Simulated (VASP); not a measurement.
Crystal: BeSe.

```xyz
2
Lattice="0.0000 2.5810 2.5810 2.5810 0.0000 2.5810 2.5810 2.5810 0.0000" Properties=species:S:1:pos:R:3 pbc="T T T"
Be    0.0000    0.0000    0.0000
Se    1.2905    1.2905    1.2905
```

Base run:

* Program: VASP 6.6.1
* Functional: r2SCAN
* Potentials or basis: VASP PAW PBE potentials, release 64 (Be, Se)
* Cutoff: 660 eV
* k mesh: 6 × 6 × 6
* Occupations: gaussian, width 0.01 eV
* Spin: no spin polarisation

Its results: band gap on the k mesh 3.12 eV (least direct gap 5.04 eV); pressure 0.3 GPa.

Question: The run is repeated on the same cell with these changes: functional from r2SCAN to PBE0; cutoff from 660 eV to 520 eV. What comes out?

Answer: Band gap on the k mesh 4.20 eV (least direct gap 6.07 eV); pressure -0.8 GPa.

Caveats: the PAW data sets were made with another functional, which shifts forces and pressure a little.

A k mesh can miss the band edges.
